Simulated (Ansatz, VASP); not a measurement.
Two plane-wave programs on GdN

```xyz
2
Lattice="0.0000 2.4907 2.4907 2.4907 0.0000 2.4907 2.4907 2.4907 0.0000" Properties=species:S:1:pos:R:3 pbc="T T T"
Gd    2.4907    2.4907    2.4907
N     0.0000    0.0000    0.0000
```

Alike in both runs: task single point; functional PBE; k mesh 12 × 12 × 12; non-collinear spin, spin-orbit coupling.

```csv
,VASP,Ansatz
version,VASP 6.6.1,Ansatz 0.2.0
potentials or method,"VASP PAW PBE potentials, release 64 (Gd, N), cutoff 520 eV","plane waves, PAW"
occupations,"methfessel-paxton of order 1, width 0.05 eV","cold, width 0.05 eV"
valence electrons in the cell,23,23
```

```csv
,VASP,Ansatz,Ansatz less VASP
pressure (GPa),0.3,0.0,-0.28
net moment per atom (μB),3.48,3.47,-0.004
```

Ansatz's warnings: stress scf threshold loose.
